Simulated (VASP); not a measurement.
# MgI2 in VASP: notebook

Aim: see how the results for MgI2 move with the level of theory and the settings. Levels: PBE, PBEsol. Tasks: single point.

Everything below comes from runs of VASP 6.6.1. Logs are shortened: lines on timing, memory, paths and dates and some standing lists are left out, and cuts for length are marked.

**1. The cell of the first run**

The typed cell holds 3 atoms: a = 4.140 Å, b = 4.140 Å, c = 6.880 Å, α = 90.00°, β = 90.00°, γ = 120.00°.

**2. Single point, PBE (atoms moved at random)**

INCAR

```
PREC     = Accurate       # precision mode
ENCUT    = 520            # plane-wave cutoff, eV
EDIFF    = 1E-6           # SCF threshold, eV
ISMEAR   = -1             # smearing method
SIGMA    = 0.05           # smearing width, eV
LREAL    = False          # projectors in reciprocal space
LASPH    = True           # aspherical terms in the spheres
NELM     = 60             # most SCF steps
ALGO     = Normal         # electronic algorithm
ISIF     = 2              # what is computed and relaxed
LWAVE    = False          # write WAVECAR
LCHARG   = True           # write CHGCAR
GGA      = PE             # functional
LELF     = True           # ELF
LVHAR    = True         
NBANDS   = 15             # bands
```

KPOINTS

```
Automatic mesh
0
Gamma
  8 8 4
```

POSCAR

```
MgI2
1.0
    4.1400000000      0.0000000000      0.0000000000
   -2.0700000000      3.5853451717      0.0000000000
    0.0000000000      0.0000000000      6.8800000000
I Mg
2 1
Direct
    0.6745580000      0.3387410000      0.7555090000
    0.3284130000      0.6589930000      0.2428380000
    0.0002710000     -0.0060090000     -0.0048160000
```

Potentials or basis: VASP PAW PBE potentials, release 64 (I, Mg).

On the command line:

```bash
cat potpaw_PBE.64/I/POTCAR potpaw_PBE.64/Mg/POTCAR > POTCAR
mpirun -np 1 vasp_std > vasp.out
```

OUTCAR:

```text
PREC = Accurate
   ENCUT = 520
   EDIFF = 1E-6
   ISMEAR = -1
   LREAL = False
   LASPH = True
   NELM = 60
   ISIF = 2
   GGA = PE

 ion  position               nearest neighbor table
   1  0.675  0.339  0.756-   3 2.87   3 2.92   3 2.93
   2  0.328  0.659  0.243-   3 2.93   3 2.93   3 2.95
   3  0.000  0.994  0.995-   1 2.87   1 2.92   2 2.93   1 2.93   2 2.93   2 2.95

  LATTYP: Found a hexagonal cell.
 ALAT       =     4.1400000000
 C/A-ratio  =     1.6618357488

  Lattice vectors:

 A1 = (   4.1400000000,   0.0000000000,   0.0000000000)
 A2 = (  -2.0700000000,   3.5853451717,   0.0000000000)
 A3 = (   0.0000000000,   0.0000000000,   6.8800000000)

Analysis of symmetry for initial positions (statically):
=====================================================================
 Subroutine PRICEL returns:
 Original cell was already a primitive cell.

 Routine SETGRP: Setting up the symmetry group for a
 hexagonal supercell.

 Subroutine GETGRP returns: Found  1 space group operations
 (whereof  1 operations were pure point group operations)
 out of a pool of 24 trial point group operations.

The static configuration has the point symmetry C_1 .

Analysis of symmetry for dynamics (positions and initial velocities):
=====================================================================
 Subroutine PRICEL returns:
 Original cell was already a primitive cell.

 Routine SETGRP: Setting up the symmetry group for a
 hexagonal supercell.

 Subroutine GETGRP returns: Found  1 space group operations
 (whereof  1 operations were pure point group operations)
 out of a pool of 24 trial point group operations.

The dynamic configuration has the point symmetry C_1 .

 Subroutine INISYM returns: Found  1 space group operations
 (whereof  1 operations are pure point group operations),
 and found     1 'primitive' translations

----------------------------------------------------------------------------------------

                                     Primitive cell

  volume of cell :     102.1221

  direct lattice vectors                    reciprocal lattice vectors
     4.140000000  0.000000000  0.000000000     0.241545894  0.139456587  0.000000000
    -2.070000000  3.585345172  0.000000000     0.000000000  0.278913174  0.000000000
     0.000000000  0.000000000  6.880000000     0.000000000  0.000000000  0.145348837

  length of vectors
     4.140000000  4.140000000  6.880000000     0.278913174  0.278913174  0.145348837

  position of ions in fractional coordinates (direct lattice)
     0.674558000  0.338741000  0.755509000
     0.328413000  0.658993000  0.242838000
     0.000271000  0.993991000  0.995184000

  ion indices of the primitive-cell ions
   primitive index   ion index
                 1           1
                 2           2
                 3           3

----------------------------------------------------------------------------------------

 KPOINTS: Automatic mesh

Automatic generation of k-mesh.
 Grid dimensions read from file:
 generate k-points for:    8    8    4

 Generating k-lattice:

  Cartesian coordinates                     Fractional coordinates (reciprocal lattice)
     0.030193237  0.017432073  0.000000000     0.125000000 -0.000000000  0.000000000
     0.000000000  0.034864147  0.000000000     0.000000000  0.125000000  0.000000000
     0.000000000  0.000000000  0.036337209     0.000000000  0.000000000  0.250000000

  Length of vectors
     0.034864147  0.034864147  0.036337209

  Shift w.r.t. Gamma in fractional coordinates (k-lattice)
     0.000000000  0.000000000  0.000000000

 Subroutine IBZKPT returns following result:
 ===========================================

 Found    132 irreducible k-points:

 Following reciprocal coordinates:
            Coordinates               Weight
  0.000000  0.000000  0.000000      1.000000
  0.125000 -0.000000  0.000000      2.000000
  0.000000  0.125000  0.000000      2.000000
 -0.125000  0.125000  0.000000      2.000000
  0.250000 -0.000000  0.000000      2.000000
  0.000000  0.250000  0.000000      2.000000
[... 16 lines left out ...]
  0.375000  0.125000  0.000000      2.000000
 -0.125000  0.500000  0.000000      2.000000
 [... further k-points ...]
   k-points           NKPTS =    132   k-points in BZ     NKDIM =    132   number of bands    NBANDS=     15
   number of dos      NEDOS =    301   number of ions     NIONS =      3
   total plane-waves  NPLWV =  55296
   dimension x,y,z NGX =    32 NGY =   32 NGZ =   54
   dimension x,y,z NGXF=    64 NGYF=   64 NGZF=  108
   ions per type =               2   1
   NGX,Y,Z   is equivalent  to a cutoff of  12.85, 12.85, 13.05 a.u.
   NGXF,Y,Z  is equivalent  to a cutoff of  25.70, 25.70, 26.10 a.u.
 SYSTEM =  unknown system
   PREC   = accura    normal or accurate (medium, high low for compatibility)
   ISTART =      0    job   : 0-new  1-cont  2-samecut
   ICHARG =      2    charge: 1-file 2-atom 10-const
   ISPIN  =      1    spin polarized calculation?
   LNONCOLLINEAR =      F non collinear calculations
   LSORBIT =      F    spin-orbit coupling
   LASPH  =      T    aspherical Exc in radial PAW
   ENCUT  =  520.0 eV  38.22 Ry    6.18 a.u.   7.70  7.70 12.79*2*pi/ulx,y,z
   NELM   =     60;   NELMIN=  2; NELMDL= -5     # of ELM steps
   EDIFF  = 0.1E-05   stopping-criterion for ELM
   LREAL  =      F    real-space projection
   EDIFFG = 0.1E-04   stopping-criterion for IOM
   NSW    =      0    number of steps for IOM
   IBRION =     -1    ionic relax: 0-MD 1-quasi-New 2-CG
   NFREE  =      0    steps in history (QN), initial steepest desc. (CG)
   ISIF   =      2    stress and relaxation
   ISYM   =      2    0-nonsym 1-usesym 2-fastsym
   POTIM  = 0.5000    time-step for ionic-motion
   TEBEG  =    0.0;   TEEND  =   0.0 temperature during run
   PSTRESS=    0.0 pullay stress
   NELECT =      16.0000    total number of electrons
   NUPDOWN=      -1.0000    fix difference up-down
   EMIN   =  10.00;   EMAX   =-10.00  energy-range for DOS
   EFERMI =   0.00;   METHOD = LEGACY
   ISMEAR =    -1;   SIGMA  =   0.05  broadening in eV -4-tet -1-fermi 0-gaus
   EFERMI_NEDOS =   21; number of points for ismear=-14 and -15
   IALGO  =     38    algorithm
   IMIX   =      4    mixing-type and parameters
     AMIX     =   0.40;   BMIX     =  1.00
     AMIX_MAG =   1.60;   BMIX_MAG =  1.00
  volume/ion in A,a.u.               =      34.04       229.72
  Fermi-wavevector in a.u.,A,eV,Ry     =   0.882555  1.667786 10.597613  0.778903
  Thomas-Fermi vector in A             =   2.003202
   LORBIT       =      0    0 simple, 1 ext, 2 COOP (PROOUT), +10 PAW based schemes
   GGA     = PE    functional components
   LHFCALC =     F    Hartree Fock is set to
   AEXX    =    0.0000 exact exchange contribution
   IVDW    =     0    specifies the selected vdW correction
   LEPSILON=     F    determine dielectric tensor
   LRPA    =     F    only Hartree local field effects (RPA)
 non-spin polarized calculation
  energy-cutoff  :      520.00
  volume of cell :      102.12
 maximum number of plane-waves:      2779
   NGX = 15   NGY = 15   NGZ = 25

 number of electron      15.9999999 magnetization

 Free energy of the ion-electron system (eV)
  ---------------------------------------------------
  ext. energy  EPLUGINS =         0.00000000
  ---------------------------------------------------
  free energy    TOTEN  =        -7.68979060 eV

  energy without entropy =       -7.68979060  energy(sigma->0) =       -7.68979060

 E-fermi :   3.3795     XC(G=0):  -8.2351

 val. band max:        2.3460880607   @ k =   0.0000   0.0000   0.0000
 cond. band min:       5.8529131891   @ k =   0.5000  -0.0000   0.5000
 fundamental gap:      3.5068251284
 Fermi energy:         3.3795084108

 k-point     1 :       0.0000    0.0000    0.0000
  band No.  band energies     occupation
      1      -9.7449      2.00000
      2      -9.0259      2.00000
      3      -1.2217      2.00000
      4       1.9014      2.00000
      5       1.9068      2.00000
      6       2.2779      2.00000
      7       2.3340      2.00000
      8       2.3461      2.00000
      9       6.0590      0.00000
     10       7.1486      0.00000
     11       9.0266      0.00000
     12       9.1193      0.00000
     13       9.7848      0.00000
     14      10.4915      0.00000
     15      10.5553      0.00000

 k-point     2 :       0.1250   -0.0000    0.0000
  band No.  band energies     occupation
      1      -9.6628      2.00000
      2      -8.9824      2.00000
      3      -1.1062      2.00000
      4       1.2885      2.00000
      5       1.7066      2.00000
      6       1.7703      2.00000
      7       2.2580      2.00000
      8       2.2823      2.00000
      9       6.6689      0.00000
     10       7.7112      0.00000
     11       8.4582      0.00000
     12       9.3404      0.00000
     13       9.8346      0.00000
     14      10.3777      0.00000
     15      10.7429      0.00000

 k-point     3 :       0.0000    0.1250    0.0000
  band No.  band energies     occupation
      1      -9.6632      2.00000
      2      -8.9813      2.00000
      3      -1.1078      2.00000
      4       1.2665      2.00000
      5       1.7160      2.00000
      6       1.7396      2.00000
      7       2.2867      2.00000
      8       2.3030      2.00000
      9       6.6828      0.00000
     10       7.6844      0.00000
     11       8.5262      0.00000
     12       9.2768      0.00000
     13       9.8144      0.00000
     14      10.3050      0.00000
     15      10.7809      0.00000
[... 343 lines left out ...]
 k-point    23 :       0.3750    0.1250    0.0000
  band No.  band energies     occupation
      1      -9.0375      2.00000
      2      -8.7869      2.00000
      3      -1.0995      2.00000
      4      -0.3587      2.00000
      5       0.4362      2.00000
      6       0.7106      2.00000
      7       1.4189      2.00000
      8       1.5792      2.00000
      9       6.3488      0.00000
     10       8.0747      0.00000
     11       8.3401      0.00000
     12       9.3377      0.00000
     13      10.1720      0.00000
     14      11.3050      0.00000
     15      11.7888      0.00000

 k-point    24 :      -0.1250    0.5000    0.0000
  band No.  band energies     occupation
      1      -9.0507      2.00000
      2      -8.7685      2.00000
      3      -1.1529      2.00000
      4      -0.3506      2.00000
      5       0.3916      2.00000
      6       0.7146      2.00000
      7       1.4973      2.00000
      8       1.6143      2.00000
      9       6.3026      0.00000
     10       8.0332      0.00000
     11       8.3174      0.00000
     12       9.3000      0.00000
     13      10.3256      0.00000
     14      11.3254      0.00000
     15      11.8229      0.00000

 [... further k-points ...]
[... 5 lines left out ...]
  --------------------------------------------------------------------------------------
  -------------------------------------------------------------------------------------
  Total        0.7652856      0.8057348      0.7724152     -0.0053001      0.1388650      0.0681652
  in kB       12.0064437     12.6410438     12.1182983     -0.0831529      2.1786306      1.0694325
  external PRESSURE =      12.2552619 kB  Pullay stress =       0.0000000 kB

 VOLUME and BASIS-vectors are now :
 -----------------------------------------------------------------------------
  energy-cutoff  :      520.00
  volume of cell :      102.12
      direct lattice vectors                 reciprocal lattice vectors
     4.140000000  0.000000000  0.000000000     0.241545894  0.139456587  0.000000000
    -2.070000000  3.585345172  0.000000000     0.000000000  0.278913174  0.000000000
     0.000000000  0.000000000  6.880000000     0.000000000  0.000000000  0.145348837

 POSITION                                       TOTAL-FORCE (eV/Angst)
 -----------------------------------------------------------------------------------
      2.09148      1.21450      5.19790        -0.019579     -0.075980     -0.067016
     -0.00449      2.36272      1.67073         0.029713      0.022596     -0.092335
     -2.05644      3.56380      6.84687        -0.010134      0.053384      0.159351
 -----------------------------------------------------------------------------------
    total drift:                                0.000004      0.000044     -0.000247

  FREE ENERGIE OF THE ION-ELECTRON SYSTEM (eV)
  ---------------------------------------------------
  free  energy   TOTEN  =        -7.6897905966 eV

  energy  without entropy=       -7.6897905965  energy(sigma->0) =       -7.68979060
```

It took 2.4 min on 1 thread of AMD EPYC 7R43 (Zen 3), shared host; peak memory 0.33 GiB.

What came out:

```
Free energy            : -7.6898 eV
Pressure               : 1.2 GPa
Largest force          : 0.168 eV/Å
Band gap on the k mesh : 3.51 eV (least direct gap 3.71 eV)
```

Forces in eV/Å, atoms in the order of the input:
```
I   -0.020 -0.076 -0.067
I    0.030  0.023 -0.092
Mg  -0.010  0.053  0.159
```

Levels at points of the mesh, in eV from the valence-band top:
```csv
k point,band 5,band 6,band 7,band 8,band 9,band 10,band 11,band 12
"(0.00, 0.00, 0.00)",-0.44,-0.07,-0.01,0.00,3.71,4.80,6.68,6.77
"(0.50, 0.00, 0.00)",-1.85,-1.38,-0.98,-0.45,3.65,5.32,5.56,6.94
"(0.00, 0.50, 0.00)",-1.93,-1.36,-0.86,-0.43,3.63,5.30,5.43,6.94
"(0.50, 0.50, 0.00)",-1.89,-1.37,-0.92,-0.44,3.64,5.30,5.50,6.95
"(0.00, 0.00, 0.50)",-0.37,-0.34,-0.14,-0.11,4.67,4.90,6.51,6.57
"(0.50, 0.00, 0.50)",-1.21,-1.11,-0.80,-0.69,3.51,5.13,5.67,6.03
"(0.00, 0.50, 0.50)",-1.20,-1.16,-0.83,-0.67,3.56,5.24,5.64,6.06
"(0.50, 0.50, 0.50)",-1.22,-1.12,-0.82,-0.67,3.53,5.18,5.65,6.04
```

Caveat: the cell differs from its parent crystal (atoms moved at random); spin-orbit coupling is left out, which moves the levels of the heavy elements.

**3. Single point, PBEsol, non-collinear spin, zero start, spin-orbit coupling**

INCAR

```
PREC = Accurate
ENCUT = 520
EDIFF = 1E-7
ISMEAR = -1
SIGMA = 0.05
LREAL = False
LASPH = True
NELM = 150
ALGO = Normal
ISIF = 2
LWAVE = False
LCHARG = False
MAGMOM = 0 0 0 0 0 0 0 0 0
LORBIT = 11
LSORBIT = True
GGA_COMPAT = False
LORBMOM = True
GGA = PS
NBANDS = 29
```

KPOINTS is that of step 2.

POSCAR

```
MgI2
1.0
    4.1400000000      0.0000000000      0.0000000000
   -2.0700000000      3.5853451717      0.0000000000
    0.0000000000      0.0000000000      6.8800000000
I Mg
2 1
Direct
    0.6666666667      0.3333333333      0.7500000000
    0.3333333333      0.6666666667      0.2500000000
    0.0000000000      0.0000000000      0.0000000000
```

Potentials or basis: VASP PAW PBE potentials, release 64 (I, Mg).

On the command line:

```bash
cat potpaw_PBE.64/I/POTCAR potpaw_PBE.64/Mg/POTCAR > POTCAR
mpirun -np 1 vasp_ncl > vasp.out
```

It took 7 min on 1 thread of Intel Xeon Platinum 8375C at 2.90GHz (Ice Lake), shared host; peak memory 0.52 GiB.

Results (log left out):

```
Free energy                                           : -8.6592 eV
Pressure                                              : -0.8 GPa
Largest force                                         : 0.284 eV/Å
Net moment                                            : 0.00 μB per cell
Valence electrons inside the program's atomic spheres : I 4.32; Mg 0.27
```

Forces on the atoms (eV/Å):
```
I    0.000  0.000  0.284
I    0.000  0.000 -0.284
Mg   0.000  0.000  0.000
```

Stress tensor (GPa, compression positive):
```
-0.61  0.00  0.00
 0.00 -0.61  0.00
 0.00  0.00 -1.05
```

Moments on the atoms (μB; x, y, z):
```
I   0.00 0.00 0.00
I   0.00 0.00 0.00
Mg  0.00 0.00 0.00
```

Caveat: the PAW data sets were made with another functional, which shifts forces and pressure a little; this functional lacks dispersion, which binds the layers, so the pressure and a relaxed spacing across them are unreliable.
